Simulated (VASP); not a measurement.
# SrTiO3 (Pm-3m) in VASP: single point with r2SCAN

Aim: the single point of SrTiO3 with r2SCAN.

Program: VASP 6.6.1. These are calculated values, not measurements. Logs are shortened: lines on timing, memory, paths and dates and some standing lists are left out, and cuts for length are marked.

## 1. The cell of the first run

Symmetry: Pm-3m, No. 221, cubic system. Conventional cell: a = 3.926 Å, b = 3.926 Å, c = 3.926 Å, α = 90.00°, β = 90.00°, γ = 90.00°. Within 3.7 Å of Sr (site symmetry m-3m) lie 12 O at 2.78 Å and 8 Ti at 3.40 Å. Ti (site symmetry m-3m) has 6 O at 1.96 Å within 2.6 Å. O (site symmetry 4/mmm) has 2 Ti at 1.96 Å within 2.6 Å.

## 2. Single point, r2SCAN, collinear spin, zero start

Contents of POSCAR:

```
SrTiO3
1.0
    3.9263812200      3.9263812200      0.0000000000
    0.0000000000      3.9263812200      3.9263812200
    3.9263812200      0.0000000000      3.9263812200
Sr Ti O
2 2 6
Direct
    0.2500000000      0.2500000000      0.2500000000
    0.7500000000      0.7500000000      0.7500000000
    0.0000000000      0.0000000000      0.0000000000
    0.5000000000      0.5000000000      0.5000000000
    0.2500000000      0.7500000000      0.2500000000
    0.7500000000      0.2500000000      0.7500000000
    0.2500000000      0.2500000000      0.7500000000
    0.7500000000      0.7500000000      0.2500000000
    0.2500000000      0.7500000000      0.7500000000
    0.7500000000      0.2500000000      0.2500000000
```

Contents of INCAR.step1:

```
SYSTEM = SrTiO3
PREC = Accurate
ENCUT = 520
ISMEAR = 0
SIGMA = 0.0215
LREAL = .FALSE.
LASPH = .TRUE.
NELM = 150
ISPIN = 2
MAGMOM = 0 0 0 0 0 0 0 0 0 0
LMAXMIX = 4
NBANDS = 55
GGA = PE
ALGO = Normal
EDIFF = 1E-4
LWAVE = .TRUE.
LCHARG = .FALSE.
```

Contents of INCAR.step2:

```
SYSTEM = SrTiO3
PREC = Accurate
ENCUT = 520
EDIFF = 1E-6
ISMEAR = 0
SIGMA = 0.0215
LREAL = .FALSE.
LASPH = .TRUE.
NELM = 150
ALGO = Normal
ISIF = 2
LWAVE = .FALSE.
LCHARG = .FALSE.
ISPIN = 2
MAGMOM = 0 0 0 0 0 0 0 0 0 0
LORBIT = 11
LMAXMIX = 4
METAGGA = R2SCAN
LMIXTAU = .TRUE.
NBANDS = 55
ISTART = 1
```

Contents of KPOINTS:

```
Automatic mesh
0
G
  5 5 5
  0 0 0
```

Potentials or basis: VASP PAW PBE potentials, release 64 (Sr_sv, Ti_sv, O).

Started as:

```sh
$ cat potpaw_PBE.64/Sr_sv/POTCAR potpaw_PBE.64/Ti_sv/POTCAR potpaw_PBE.64/O/POTCAR > POTCAR
$ cp INCAR.step1 INCAR
$ mpirun -np 1 vasp_std > vasp.out
$ cp INCAR.step2 INCAR
$ mpirun -np 1 vasp_std > vasp.out
```

OUTCAR:

```text
SYSTEM = SrTiO3
   PREC = Accurate
   ENCUT = 520
   EDIFF = 1E-6
   ISMEAR = 0
   LREAL = .FALSE.
   LASPH = .TRUE.
   NELM = 150
   ISIF = 2
   ISPIN = 2
   LORBIT = 11
   METAGGA = R2SCAN
   ISTART = 1

 ion  position               nearest neighbor table
   1  0.250  0.250  0.250-   5 2.78   7 2.78  10 2.78   6 2.78   7 2.78   9 2.78   5 2.78   8 2.78
                             9 2.78   6 2.78   8 2.78  10 2.78   3 3.40   4 3.40   3 3.40   3 3.40
   2  0.750  0.750  0.750-   6 2.78   8 2.78   9 2.78   5 2.78   8 2.78  10 2.78   6 2.78   7 2.78
                            10 2.78   5 2.78   7 2.78   9 2.78   3 3.40   4 3.40   4 3.40   4 3.40
   3  0.000  0.000  0.000-   5 1.96   6 1.96   7 1.96   8 1.96   9 1.96  10 1.96   1 3.40   2 3.40
                             2 3.40   2 3.40   2 3.40   1 3.40   1 3.40   1 3.40
   4  0.500  0.500  0.500-   5 1.96   6 1.96   7 1.96   8 1.96   9 1.96  10 1.96   1 3.40   2 3.40
                             1 3.40   1 3.40   1 3.40   2 3.40   2 3.40   2 3.40
   5  0.250  0.750  0.250-   3 1.96   4 1.96   1 2.78   2 2.78   1 2.78   2 2.78
   6  0.750  0.250  0.750-   3 1.96   4 1.96   2 2.78   1 2.78   2 2.78   1 2.78
   7  0.250  0.250  0.750-   3 1.96   4 1.96   1 2.78   1 2.78   2 2.78   2 2.78
   8  0.750  0.750  0.250-   3 1.96   4 1.96   2 2.78   2 2.78   1 2.78   1 2.78
   9  0.250  0.750  0.750-   3 1.96   4 1.96   2 2.78   1 2.78   1 2.78   2 2.78
  10  0.750  0.250  0.250-   3 1.96   4 1.96   1 2.78   2 2.78   2 2.78   1 2.78

  LATTYP: Found a face centered cubic cell.
 ALAT       =     7.8527624400

  Lattice vectors:

 A1 = (   3.9263812200,   3.9263812200,   0.0000000000)
 A2 = (   0.0000000000,   3.9263812200,   3.9263812200)
 A3 = (   3.9263812200,   0.0000000000,   3.9263812200)

Analysis of symmetry for initial positions (statically):
=====================================================================
 Subroutine PRICEL returns following result:

  LATTYP: Found a simple cubic cell.
 ALAT       =     3.9263812200
[... 12 lines left out ...]
 Subroutine GETGRP returns: Found 48 space group operations
 (whereof 48 operations were pure point group operations)
 out of a pool of 48 trial point group operations.

The static configuration has the point symmetry O_h .

Analysis of symmetry for dynamics (positions and initial velocities):
=====================================================================
 Subroutine PRICEL returns following result:

  LATTYP: Found a simple cubic cell.
 ALAT       =     3.9263812200
[... 12 lines left out ...]
 Subroutine GETGRP returns: Found 48 space group operations
 (whereof 48 operations were pure point group operations)
 out of a pool of 48 trial point group operations.

The dynamic configuration has the point symmetry O_h .

Analysis of structural, dynamic, and magnetic symmetry:
=====================================================================
 Subroutine PRICEL returns following result:

  LATTYP: Found a simple cubic cell.
 ALAT       =     3.9263812200
[... 12 lines left out ...]
 Subroutine GETGRP returns: Found 48 space group operations
 (whereof 48 operations were pure point group operations)
 out of a pool of 48 trial point group operations.

The overall configuration has the point symmetry O_h .

 Subroutine INISYM returns: Found 48 space group operations
 (whereof 48 operations are pure point group operations),
 and found     2 'primitive' translations

----------------------------------------------------------------------------------------

                                     Primitive cell

  volume of cell :      60.5309

  direct lattice vectors                    reciprocal lattice vectors
     0.000000000  0.000000000 -3.926381220     0.000000000  0.000000000 -0.254687445
     0.000000000  3.926381220  0.000000000     0.000000000  0.254687445  0.000000000
     3.926381220  0.000000000  0.000000000     0.254687445  0.000000000  0.000000000

  length of vectors
     3.926381220  3.926381220  3.926381220     0.254687445  0.254687445  0.254687445

  position of ions in fractional coordinates (direct lattice)
     0.500000000  0.500000000  0.500000000
     0.000000000  0.000000000  0.000000000
     0.000000000  0.000000000  0.500000000
     0.000000000  0.500000000  0.000000000
     0.500000000  0.000000000  0.000000000

  ion indices of the primitive-cell ions
   primitive index   ion index
                 1           1
                 2           3
                 3           5
                 4           7
                 5          10

----------------------------------------------------------------------------------------

 KPOINTS: Automatic mesh
[... 55 lines left out ...]
   EDIFFG = 0.1E-04   stopping-criterion for IOM
   NSW    =      0    number of steps for IOM
   IBRION =     -1    ionic relax: 0-MD 1-quasi-New 2-CG
   NFREE  =      0    steps in history (QN), initial steepest desc. (CG)
   ISIF   =      2    stress and relaxation
   ISYM   =      2    0-nonsym 1-usesym 2-fastsym
   POTIM  = 0.5000    time-step for ionic-motion
   TEBEG  =    0.0;   TEEND  =   0.0 temperature during run
   PSTRESS=    0.0 pullay stress
   NELECT =      80.0000    total number of electrons
   NUPDOWN=      -1.0000    fix difference up-down
   EMIN   =  10.00;   EMAX   =-10.00  energy-range for DOS
   EFERMI =   0.00;   METHOD = LEGACY
   ISMEAR =     0;   SIGMA  =   0.02  broadening in eV -4-tet -1-fermi 0-gaus
   EFERMI_NEDOS =   21; number of points for ismear=-14 and -15
   IALGO  =     38    algorithm
   IMIX   =      4    mixing-type and parameters
     AMIX     =   0.40;   BMIX     =  1.00
     AMIX_MAG =   1.60;   BMIX_MAG =  1.00
  volume/ion in A,a.u.               =      12.11        81.70
  Fermi-wavevector in a.u.,A,eV,Ry     =   1.425944  2.694643 27.664934  2.033315
  Thomas-Fermi vector in A             =   2.546274
   LORBIT       =     11    0 simple, 1 ext, 2 COOP (PROOUT), +10 PAW based schemes
   METAGGA = R2SCAN    functional components
   LHFCALC =     F    Hartree Fock is set to
   AEXX    =    0.0000 exact exchange contribution
   IVDW    =     0    specifies the selected vdW correction
   LEPSILON=     F    determine dielectric tensor
   LRPA    =     F    only Hartree local field effects (RPA)
 spin polarized calculation
 Gauss-broadening in eV      SIGMA  =   0.02
  energy-cutoff  :      520.00
  volume of cell :      121.06
 maximum number of plane-waves:      3287
 NGX is ok and might be reduce to    42
   NGX = 21   NGY = 21   NGZ = 21

 number of electron      80.0000029 magnetization      -0.0000000

 number of electron      80.0000029 magnetization       0.0000000

 Free energy of the ion-electron system (eV)
  ---------------------------------------------------
  ext. energy  EPLUGINS =         0.00000000
  ---------------------------------------------------
  free energy    TOTEN  =      -126.65528301 eV

  energy without entropy =     -126.65528301  energy(sigma->0) =     -126.65528301

 E-fermi :   3.8056     XC(G=0): -11.8412

 val. band max:        3.7156225109   @ k =   0.0000   0.0000   0.0000
 cond. band min:       5.9554642855   @ k =   0.0000   0.0000   0.0000
 fundamental gap:      2.2398417746
 Fermi energy:         3.8055691025

 spin component 1

 k-point     1 :       0.0000    0.0000    0.0000
  band No.  band energies     occupation
      1     -55.0314      1.00000
      2     -55.0268      1.00000
      3     -30.2851      1.00000
      4     -30.2850      1.00000
      5     -30.2850      1.00000
      6     -30.2170      1.00000
[... 539 lines left out ...]
     51      11.6912      0.00000
     52      12.1229      0.00000
 Fermi energy:         3.8055691025

 spin component 2

 k-point     1 :       0.0000    0.0000    0.0000
  band No.  band energies     occupation
      1     -55.0314      1.00000
      2     -55.0268      1.00000
      3     -30.2851      1.00000
      4     -30.2850      1.00000
      5     -30.2850      1.00000
      6     -30.2170      1.00000
[... 539 lines left out ...]
     51      11.6912      0.00000
     52      12.1229      0.00000
 [bands above 52 left out]

------------------------ aborting loop because EDIFF is reached ----------------------------------------

  FORCE on cell =-STRESS in cart. coord.  units (eV):
  Direction    XX          YY          ZZ          XY          YZ          ZX
  --------------------------------------------------------------------------------------
  -------------------------------------------------------------------------------------
  Total       -1.3741315     -1.3741315     -1.3741315      0.0000000      0.0000000      0.0000000
  in kB      -18.1857621    -18.1857621    -18.1857621      0.0000000      0.0000000      0.0000000
  external PRESSURE =     -18.1857621 kB  Pullay stress =       0.0000000 kB

 VOLUME and BASIS-vectors are now :
 -----------------------------------------------------------------------------
  energy-cutoff  :      520.00
  volume of cell :      121.06
      direct lattice vectors                 reciprocal lattice vectors
     3.926381220  3.926381220  0.000000000     0.127343722  0.127343722 -0.127343722
     0.000000000  3.926381220  3.926381220    -0.127343722  0.127343722  0.127343722
     3.926381220  0.000000000  3.926381220     0.127343722 -0.127343722  0.127343722

 POSITION                                       TOTAL-FORCE (eV/Angst)
 -----------------------------------------------------------------------------------
      1.96319      1.96319      1.96319        -0.000000      0.000000      0.000000
      5.88957      5.88957      5.88957         0.000000     -0.000000      0.000000
      0.00000      0.00000      0.00000        -0.000000     -0.000000     -0.000000
      3.92638      3.92638      3.92638         0.000000      0.000000      0.000000
      1.96319      3.92638      3.92638         0.000000     -0.000000     -0.000000
      5.88957      3.92638      3.92638        -0.000000      0.000000      0.000000
      3.92638      1.96319      3.92638        -0.000000      0.000000     -0.000000
      3.92638      5.88957      3.92638        -0.000000     -0.000000      0.000000
      3.92638      3.92638      5.88957         0.000000      0.000000     -0.000000
      3.92638      3.92638      1.96319        -0.000000      0.000000     -0.000000
 -----------------------------------------------------------------------------------
    total drift:                                0.000000      0.000000     -0.000000

  FREE ENERGIE OF THE ION-ELECTRON SYSTEM (eV)
  ---------------------------------------------------
  free  energy   TOTEN  =      -126.6552830072 eV

  energy  without entropy=     -126.6552830072  energy(sigma->0) =     -126.65528301

 total charge

# of ion       s       p       d       tot
------------------------------------------
    1        1.997   5.882   0.179   8.058
    2        1.997   5.882   0.179   8.058
    3        2.221   6.308   1.671  10.200
    4        2.221   6.308   1.671  10.200
    5        1.567   3.515   0.000   5.083
    6        1.567   3.515   0.000   5.083
    7        1.567   3.515   0.000   5.083
    8        1.567   3.515   0.000   5.083
    9        1.567   3.515   0.000   5.083
   10        1.567   3.515   0.000   5.083
--------------------------------------------------
tot         17.841  45.471   3.701  67.012

 magnetization (x)

# of ion       s       p       d       tot
------------------------------------------
    1       -0.000   0.000  -0.000   0.000
    2       -0.000   0.000  -0.000   0.000
    3        0.000   0.000   0.000   0.000
    4        0.000   0.000   0.000   0.000
    5        0.000  -0.000   0.000   0.000
    6        0.000  -0.000   0.000   0.000
    7        0.000  -0.000   0.000   0.000
    8        0.000  -0.000   0.000   0.000
    9        0.000  -0.000   0.000   0.000
   10        0.000  -0.000   0.000   0.000
--------------------------------------------------
tot          0.000   0.000   0.000   0.000
```

Wall time 8.4 min (1 thread of Intel Xeon Platinum 8488C (Sapphire Rapids), shared host); peak memory 0.41 GiB.

Results:

```
Free energy                                           : -126.6553 eV
Pressure                                              : -1.8 GPa
Band gap on the k mesh                                : 2.24 eV
Net moment                                            : 0.00 μB per cell
Valence electrons inside the program's atomic spheres : Sr 8.06; Ti 10.20; O 5.08
```

Levels at points of the mesh, in eV from the valence-band top:
Spin up:
```tsv
k point	band 37	band 38	band 39	band 40	band 41	band 42	band 43	band 44
(0.00, 0.00, 0.00)	-0.39	0.00	0.00	0.00	2.24	2.24	2.24	4.48
```
Spin down:
```tsv
k point	band 36	band 37	band 38	band 39	band 40	band 41	band 42	band 43	band 44	band 45
(0.00, 0.00, 0.00)	-0.39	-0.39	0.00	0.00	0.00	2.24	2.24	2.24	4.48	4.48
```

Caveat: the PAW data sets were made with another functional, which shifts forces and pressure a little. A k mesh can miss the band edges.
